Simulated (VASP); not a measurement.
Runs of VASP 6.6.1 on BiB. The structure is that of space group Pm-3m (No. 221), or close to it. The cells are those of the table. 

```csv
task,level,cell,cutoff (eV),gap on the mesh (eV),pressure (GPa),relaxed volume (Å³/atom)
single point,r2SCAN+rVV10,"a = 3.355 Å, 2 atoms",520,none,0.2,-
relaxation of cell and atoms,r2SCAN+rVV10,"relaxed from a = 3.325 Å, 2 atoms",600,-,0.0,(a)
single point,PBEsol,"a = 3.325 Å, 2 atoms",520,none,0.0,-
relaxation of cell and atoms,PBEsol,"relaxed from a = 3.025 Å, 2 atoms",600,-,0.0,18.39
```

Alike in all rows: potentials or basis VASP PAW PBE potentials, release 64 (B, Bi_d); no spin polarisation; k mesh 8 × 8 × 8; smearing fermi-dirac 0.03 eV.

Question: Estimate the missing entries.

Answer: (a) 18.96.

Caveats: the PAW data sets were made with another functional, which shifts forces and pressure a little; spin-orbit coupling is left out, which moves the levels of the heavy elements; the highest band is partly filled, so the run has too few bands (at least some runs); the volume moved by over 15 % at a fixed basis, so the end points are rough (at least some runs).

A k mesh can miss the band edges, and the runs leave out spin-orbit coupling on Bi.

A gap of «none» marks levels without a gap at the run's occupations.
